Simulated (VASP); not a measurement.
# Si (I4/mmm) in VASP: a series of runs

The runs below take Si through single point, with PBEsol.

All numbers are computed with VASP 6.6.1; they aren't measurements. Logs are shortened: lines on timing, memory, paths and dates and some standing lists are left out, and cuts for length are marked.

### 1 The cell of the first run

The structure is tetragonal, space group I4/mmm (No. 139). The conventional cell has a = 2.702 Å, b = 2.702 Å, c = 3.975 Å, α = 90.00°, β = 90.00°, γ = 90.00°. Within 3.6 Å of Si (site symmetry 4/mmm) lie 12 Si at 2.70 to 2.76 Å.

### 2 Single point, PBEsol (strain +0.000 along x and y, +0.040 along z)

INCAR reads:

```
SYSTEM = Si
  PREC = Accurate
  ENCUT = 520
  EDIFF = 1E-6
  ISMEAR = 0
  SIGMA = 0.15
  LREAL = .FALSE.
  LASPH = .TRUE.
  NELM = 60
  ALGO = Normal
  ISIF = 2
  LWAVE = .FALSE.
  LCHARG = .FALSE.
  GGA = PS
  NBANDS = 8
```

KPOINTS reads:

```
Automatic mesh
0
G
  22 22 22
  0 0 0
```

POSCAR reads:

```
Si
1.0
    0.0000000000      1.9108305409      1.9872637625
    1.9108305409      0.0000000000      1.9872637625
    1.9108305409      1.9108305409      0.0000000000
Si
1
Direct
    0.0000000000      0.0000000000      0.0000000000
```

Potentials or basis: VASP PAW PBE potentials, release 64 (Si).

On the command line:

```sh
> cat potpaw_PBE.64/Si/POTCAR > POTCAR
> mpirun -np 1 vasp_std > vasp.out
```

OUTCAR:

```text
SYSTEM = Si
   PREC = Accurate
   ENCUT = 520
   EDIFF = 1E-6
   ISMEAR = 0
   LREAL = .FALSE.
   LASPH = .TRUE.
   NELM = 60
   ISIF = 2
   GGA = PS

 ion  position               nearest neighbor table
   1  0.000  0.000  0.000-

  LATTYP: Found a body centered tetragonal cell.
 ALAT       =     2.7023224663
 C/A-ratio  =     1.4707821048

  Lattice vectors:

 A1 = (  -1.9108305409,   0.0000000000,   1.9872637625)
 A2 = (   1.9108305409,   0.0000000000,   1.9872637625)
 A3 = (   0.0000000000,   1.9108305409,  -1.9872637625)

Analysis of symmetry for initial positions (statically):
=====================================================================
 Subroutine PRICEL returns:
 Original cell was already a primitive cell.

 Routine SETGRP: Setting up the symmetry group for a
 body centered tetragonal supercell.

 Subroutine GETGRP returns: Found 16 space group operations
 (whereof 16 operations were pure point group operations)
 out of a pool of 16 trial point group operations.

The static configuration has the point symmetry D_4h.

Analysis of symmetry for dynamics (positions and initial velocities):
=====================================================================
 Subroutine PRICEL returns:
 Original cell was already a primitive cell.

 Routine SETGRP: Setting up the symmetry group for a
 body centered tetragonal supercell.

 Subroutine GETGRP returns: Found 16 space group operations
 (whereof 16 operations were pure point group operations)
 out of a pool of 16 trial point group operations.

The dynamic configuration has the point symmetry D_4h.

 Subroutine INISYM returns: Found 16 space group operations
 (whereof 16 operations are pure point group operations),
 and found     1 'primitive' translations

----------------------------------------------------------------------------------------

                                     Primitive cell

  volume of cell :      14.5121

  direct lattice vectors                    reciprocal lattice vectors
     0.000000000  1.910830541  1.987263763    -0.261666322  0.261666322  0.251602233
     1.910830541  0.000000000  1.987263763     0.261666322 -0.261666322  0.251602233
     1.910830541  1.910830541  0.000000000     0.261666322  0.261666322 -0.251602233

  length of vectors
     2.756898732  2.756898732  2.702322466     0.447484315  0.447484315  0.447484315

  position of ions in fractional coordinates (direct lattice)
     0.000000000  0.000000000  0.000000000

  ion indices of the primitive-cell ions
   primitive index   ion index
                 1           1

----------------------------------------------------------------------------------------

 KPOINTS: Automatic mesh

Automatic generation of k-mesh.
 Grid dimensions read from file:
 generate k-points for:   22   22   22

 Generating k-lattice:

  Cartesian coordinates                     Fractional coordinates (reciprocal lattice)
    -0.011893924  0.011893924  0.011436465     0.045454545  0.000000000  0.000000000
     0.011893924 -0.011893924  0.011436465     0.000000000  0.045454545  0.000000000
     0.011893924  0.011893924 -0.011436465     0.000000000  0.000000000  0.045454545

  Length of vectors
     0.020340196  0.020340196  0.020340196

  Shift w.r.t. Gamma in fractional coordinates (k-lattice)
     0.000000000  0.000000000  0.000000000

 Subroutine IBZKPT returns following result:
 ===========================================

 Found    834 irreducible k-points:

 Following reciprocal coordinates:
            Coordinates               Weight
  0.000000  0.000000  0.000000      1.000000
  0.045455 -0.000000  0.000000      8.000000
  0.090909 -0.000000  0.000000      8.000000
  0.136364  0.000000  0.000000      8.000000
  0.181818  0.000000  0.000000      8.000000
  0.227273 -0.000000  0.000000      8.000000
[... 16 lines left out ...]
  0.500000  0.045455  0.000000      8.000000
 -0.454545  0.045455  0.000000      8.000000
 [... further k-points ...]
   k-points           NKPTS =    834   k-points in BZ     NKDIM =    834   number of bands    NBANDS=      8
   number of dos      NEDOS =    301   number of ions     NIONS =      1
   total plane-waves  NPLWV =  11520
   dimension x,y,z NGX =    24 NGY =   24 NGZ =   20
   dimension x,y,z NGXF=    48 NGYF=   48 NGZF=   40
   ions per type =               1
   NGX,Y,Z   is equivalent  to a cutoff of  14.47, 14.47, 12.30 a.u.
   NGXF,Y,Z  is equivalent  to a cutoff of  28.94, 28.94, 24.61 a.u.
 SYSTEM =  Si
   PREC   = accura    normal or accurate (medium, high low for compatibility)
   ISTART =      0    job   : 0-new  1-cont  2-samecut
   ICHARG =      2    charge: 1-file 2-atom 10-const
   ISPIN  =      1    spin polarized calculation?
   LNONCOLLINEAR =      F non collinear calculations
   LSORBIT =      F    spin-orbit coupling
   LASPH  =      T    aspherical Exc in radial PAW
   ENCUT  =  520.0 eV  38.22 Ry    6.18 a.u.   5.13  5.13  5.02*2*pi/ulx,y,z
   NELM   =     60;   NELMIN=  2; NELMDL= -5     # of ELM steps
   EDIFF  = 0.1E-05   stopping-criterion for ELM
   LREAL  =      F    real-space projection
[... 7 lines left out ...]
   TEBEG  =    0.0;   TEEND  =   0.0 temperature during run
   PSTRESS=    0.0 pullay stress
   NELECT =       4.0000    total number of electrons
   NUPDOWN=      -1.0000    fix difference up-down
   EMIN   =  10.00;   EMAX   =-10.00  energy-range for DOS
   EFERMI =   0.00;   METHOD = LEGACY
   ISMEAR =     0;   SIGMA  =   0.15  broadening in eV -4-tet -1-fermi 0-gaus
   EFERMI_NEDOS =   21; number of points for ismear=-14 and -15
   IALGO  =     38    algorithm
   IMIX   =      4    mixing-type and parameters
     AMIX     =   0.40;   BMIX     =  1.00
     AMIX_MAG =   1.60;   BMIX_MAG =  1.00
  volume/ion in A,a.u.               =      14.51        97.93
  Fermi-wavevector in a.u.,A,eV,Ry     =   1.065414  2.013340 15.444055  1.135106
  Thomas-Fermi vector in A             =   2.200964
   LORBIT       =      0    0 simple, 1 ext, 2 COOP (PROOUT), +10 PAW based schemes
   GGA     = PS    functional components
   LHFCALC =     F    Hartree Fock is set to
   AEXX    =    0.0000 exact exchange contribution
   IVDW    =     0    specifies the selected vdW correction
   LEPSILON=     F    determine dielectric tensor
   LRPA    =     F    only Hartree local field effects (RPA)
 non-spin polarized calculation
 Gauss-broadening in eV      SIGMA  =   0.15
  energy-cutoff  :      520.00
  volume of cell :       14.51
 maximum number of plane-waves:       404
 NGX is ok and might be reduce to    24
   NGX = 11   NGY = 11   NGZ =  9

 number of electron       4.0000000 magnetization

 Free energy of the ion-electron system (eV)
  ---------------------------------------------------
  ext. energy  EPLUGINS =         0.00000000
  ---------------------------------------------------
  free energy    TOTEN  =        -5.34101067 eV

  energy without entropy =       -5.33544493  energy(sigma->0) =       -5.33822780

 E-fermi :  10.0917     XC(G=0): -11.2342

 val. band max:       10.0899912799   @ k =  -0.4091   0.2727   0.0455
 cond. band min:      10.0932055885   @ k =  -0.2273   0.1364   0.0455
 fundamental gap:      0.0032143086
 Fermi energy:        10.0917023987

 k-point     1 :       0.0000    0.0000    0.0000
  band No.  band energies     occupation
      1      -4.3437      2.00000
      2      21.1635      0.00000
      3      21.1635      0.00000
      4      21.1975      0.00000
      5      21.6783      0.00000
      6      22.1892      0.00000
      7      22.1892      0.00000
      8      27.3445      0.00000

 k-point     2 :       0.0455   -0.0000    0.0000
  band No.  band energies     occupation
      1      -4.2836      2.00000
      2      19.8840      0.00000
      3      20.7305      0.00000
      4      20.8480      0.00000
      5      22.3484      0.00000
      6      22.5872      0.00000
      7      22.7949      0.00000
      8      27.5958      0.00000

 k-point     3 :       0.0909   -0.0000    0.0000
  band No.  band energies     occupation
      1      -4.1034      2.00000
      2      18.0451      0.00000
      3      20.1145      0.00000
      4      20.3548      0.00000
      5      23.1266      0.00000
      6      23.2216      0.00000
      7      23.3132      0.00000
      8      26.9978      0.00000

 k-point     4 :       0.1364    0.0000    0.0000
  band No.  band energies     occupation
      1      -3.8034      2.00000
      2      16.1117      0.00000
      3      19.5687      0.00000
      4      19.9102      0.00000
      5      23.3015      0.00000
      6      23.7309      0.00000
      7      24.0696      0.00000
      8      26.5336      0.00000

 k-point     5 :       0.1818    0.0000    0.0000
  band No.  band energies     occupation
      1      -3.3843      2.00000
      2      14.1833      0.00000
      3      19.1112      0.00000
      4      19.5486      0.00000
      5      23.2310      0.00000
      6      23.7419      0.00000
      7      24.5636      0.00000
      8      26.7586      0.00000

 k-point     6 :       0.2273   -0.0000    0.0000
  band No.  band energies     occupation
      1      -2.8468      2.00000
      2      12.3032      0.00000
      3      18.7450      0.00000
      4      19.2771      0.00000
      5      22.9767      0.00000
      6      23.3751      0.00000
      7      24.3720      0.00000
      8      27.6074      0.00000

 k-point     7 :       0.2727    0.0000    0.0000
  band No.  band energies     occupation
      1      -2.1919      2.00000
      2      10.4938      0.00015
      3      18.4686      0.00000
      4      19.0958      0.00000
      5      22.3847      0.00000
      6      23.2302      0.00000
      7      23.7367      0.00000
      8      28.5102      0.00000

 k-point     8 :       0.3182   -0.0000    0.0000
  band No.  band energies     occupation
      1      -1.4212      2.00000
      2       8.7686      2.00000
      3      18.2772      0.00000
      4      19.0000      0.00000
      5      21.7462      0.00000
      6      23.0303      0.00000
      7      23.2055      0.00000
      8      27.7217      0.00000

 k-point     9 :       0.3636   -0.0000    0.0000
  band No.  band energies     occupation
      1      -0.5366      2.00000
      2       7.1364      2.00000
      3      18.1617      0.00000
      4      18.9793      0.00000
      5      21.1849      0.00000
      6      22.3858      0.00000
      7      23.2447      0.00000
      8      27.0106      0.00000

 k-point    10 :       0.4091    0.0000    0.0000
  band No.  band energies     occupation
      1       0.4584      2.00000
      2       5.6049      2.00000
      3      18.1070      0.00000
      4      19.0135      0.00000
      5      20.7456      0.00000
      6      21.8626      0.00000
      7      23.3271      0.00000
      8      26.4345      0.00000
[... 78 lines left out ...]
 k-point    18 :       0.2727    0.0455    0.0000
  band No.  band energies     occupation
      1      -2.3946      2.00000
      2      11.1940      0.00000
      3      18.2927      0.00000
      4      18.9389      0.00000
      5      21.5222      0.00000
      6      23.4961      0.00000
      7      24.8814      0.00000
      8      27.2541      0.00000

 k-point    19 :       0.3182    0.0455    0.0000
  band No.  band energies     occupation
      1      -1.6664      2.00000
      2       9.4383      2.00000
      3      18.1894      0.00000
      4      18.6085      0.00000
      5      20.9707      0.00000
      6      23.4438      0.00000
      7      24.1738      0.00000
      8      28.2520      0.00000

 k-point    20 :       0.3636    0.0455    0.0000
  band No.  band energies     occupation
      1      -0.8235      2.00000
      2       7.7722      2.00000
      3      18.1812      0.00000
      4      18.2826      0.00000
      5      20.5792      0.00000
      6      23.4427      0.00000
      7      23.4734      0.00000
      8      27.8658      0.00000

 k-point    21 :       0.4091    0.0455    0.0000
  band No.  band energies     occupation
      1       0.1314      2.00000
      2       6.2037      2.00000
      3      17.9510      0.00000
      4      18.2636      0.00000
      5      20.3811      0.00000
      6      22.8444      0.00000
      7      23.4943      0.00000
      8      27.2530      0.00000

 k-point    22 :       0.4545    0.0455    0.0000
  band No.  band energies     occupation
      1       1.1916      2.00000
      2       4.7425      2.00000
      3      17.6285      0.00000
      4      18.4285      0.00000
      5      20.3709      0.00000
      6      22.3178      0.00000
      7      23.5841      0.00000
      8      26.7565      0.00000

 k-point    23 :       0.5000    0.0455    0.0000
  band No.  band energies     occupation
      1       2.3041      2.00000
      2       3.4434      2.00000
      3      17.3430      0.00000
      4      18.6613      0.00000
      5      20.5247      0.00000
      6      21.9182      0.00000
      7      23.6784      0.00000
      8      26.4427      0.00000

 k-point    24 :      -0.4545    0.0455    0.0000
  band No.  band energies     occupation
      1       2.0177      2.00000
      2       3.7586      2.00000
      3      17.1191      0.00000
      4      18.9357      0.00000
      5      20.8185      0.00000
      6      21.6758      0.00000
      7      23.7324      0.00000
      8      26.3658      0.00000

 [... further k-points ...]

------------------------ aborting loop because EDIFF is reached ----------------------------------------

  FORCE on cell =-STRESS in cart. coord.  units (eV):
  Direction    XX          YY          ZZ          XY          YZ          ZX
  --------------------------------------------------------------------------------------
  -------------------------------------------------------------------------------------
  Total       -0.2596788     -0.2596788     -0.2037378      0.0000000     -0.0000000      0.0000000
  in kB      -28.6693074    -28.6693074    -22.4932567      0.0000000     -0.0000000      0.0000000
  external PRESSURE =     -26.6106238 kB  Pullay stress =       0.0000000 kB

 VOLUME and BASIS-vectors are now :
 -----------------------------------------------------------------------------
  energy-cutoff  :      520.00
  volume of cell :       14.51
      direct lattice vectors                 reciprocal lattice vectors
     0.000000000  1.910830541  1.987263763    -0.261666322  0.261666322  0.251602233
     1.910830541  0.000000000  1.987263763     0.261666322 -0.261666322  0.251602233
     1.910830541  1.910830541  0.000000000     0.261666322  0.261666322 -0.251602233

 POSITION                                       TOTAL-FORCE (eV/Angst)
 -----------------------------------------------------------------------------------
      0.00000      0.00000      0.00000         0.000000      0.000000     -0.000000
 -----------------------------------------------------------------------------------
    total drift:                                0.000000      0.000000     -0.000000

  FREE ENERGIE OF THE ION-ELECTRON SYSTEM (eV)
  ---------------------------------------------------
  free  energy   TOTEN  =        -5.3410106745 eV

  energy  without entropy=       -5.3354449309  energy(sigma->0) =       -5.33822780
```

It took 27 s on 1 thread of Intel Xeon Platinum 8375C at 2.90GHz (Ice Lake), shared host; peak memory 0.19 GiB.

What came out:

| Item | Value |
| --- | --- |
| Free energy | -5.3410 eV |
| Pressure | -2.7 GPa |
| Band gap on the k mesh | zero (bands 2 and 3 overlap by 14.53 eV) |

Stress tensor (GPa, compression positive):
```
-2.87  0.00  0.00
 0.00 -2.87  0.00
 0.00  0.00 -2.25
```

Levels at points of the mesh, in eV from the Fermi level:
```csv
k point,band 1,band 2,band 3,band 4,band 5,band 6,band 7
"(0.00, 0.00, 0.00)",-14.44,11.07,11.07,11.11,11.59,12.10,12.10
"(0.50, 0.00, 0.00)",-7.60,-6.95,8.00,9.00,10.27,11.29,13.36
"(0.50, 0.50, 0.00)",-5.70,-5.13,3.67,3.67,4.69,7.34,24.73
"(0.50, 0.00, 0.50)",-5.17,-4.21,2.75,3.12,4.27,6.47,24.38
```

Caveat: the cell differs from its parent crystal (strain +0.000 along x and y, +0.040 along z); the PAW data sets were made with another functional, which shifts forces and pressure a little.

(Continued in part 2 of 3.)
